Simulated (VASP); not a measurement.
**NiGe3: single point with PBE**

The system is NiGe3.

```
Ge Ni
1.0
     4.03517    0.00000    0.00000
     0.00000    4.03517    0.00000
     0.00000    0.00000    4.03517
Ge Ni
3 1
Direct
  0.00000 0.50000 0.50000
  0.50000 0.00000 0.50000
  0.50000 0.50000 0.00000
  0.00000 0.00000 0.00000
```

```json
{
  "Program": "VASP 6.6.1",
  "Task": "single point",
  "Functional": "PBE",
  "Potentials or basis": "VASP PAW PBE potentials, release 64 (Ge_d, Ni)",
  "Cutoff": "520 eV",
  "k mesh": "10 × 10 × 10",
  "Occupations": "gaussian, width 0.1 eV",
  "Spin": "collinear spin, ferromagnetic start",
  "Starting moments": "[0.0, 0.0, 0.0, 2.5] μB",
  "Dipole correction": "no",
  "Further INCAR settings": "ALGO = Normal; EDIFF = 1e-06; NBANDS = 38"
}
```

* Pressure: 0.1 GPa
* Band gap on the k mesh: zero (filled and empty bands overlap)
* Net moment: 0.00 μB per cell
* Valence electrons inside the program's atomic spheres: Ge 12.24; Ni 9.06

Levels at points of the mesh, in eV from the Fermi level:
Spin up:
| k point | band 23 | band 24 | band 25 | band 26 | band 27 | band 28 | band 29 | band 30 |
| --- | --- | --- | --- | --- | --- | --- | --- | --- |
| (0.00, 0.00, 0.00) | -1.38 | -1.38 | -0.77 | -0.77 | 0.30 | 3.41 | 3.41 | 3.41 |
| (0.50, 0.00, 0.00) | -1.30 | -0.47 | -0.47 | -0.06 | -0.06 | 0.33 | 0.71 | 2.07 |
| (0.50, 0.50, 0.00) | -1.20 | -1.19 | 0.06 | 0.09 | 1.14 | 1.14 | 1.98 | 1.98 |
| (0.50, 0.50, 0.50) | -1.14 | -1.14 | -1.03 | -0.79 | -0.79 | -0.79 | 8.08 | 8.08 |
Spin down:
```csv
k point,band 22,band 23,band 24,band 25,band 26,band 27,band 28,band 29,band 30,band 31
"(0.00, 0.00, 0.00)",-1.38,-1.38,-1.38,-0.77,-0.77,0.30,3.41,3.41,3.41,5.63
"(0.50, 0.00, 0.00)",-1.35,-1.30,-0.47,-0.47,-0.06,-0.06,0.33,0.71,2.07,6.07
"(0.50, 0.50, 0.00)",-1.26,-1.20,-1.19,0.06,0.09,1.14,1.14,1.98,1.98,4.48
"(0.50, 0.50, 0.50)",-4.78,-1.14,-1.14,-1.03,-0.79,-0.79,-0.79,8.08,8.08,8.44
```

It took 9.3 min on 1 thread of AMD EPYC 7R13, on a shared host, peak memory 0.3 GiB.

Caveat: the starting moments collapsed, and a magnetic state may lie lower.
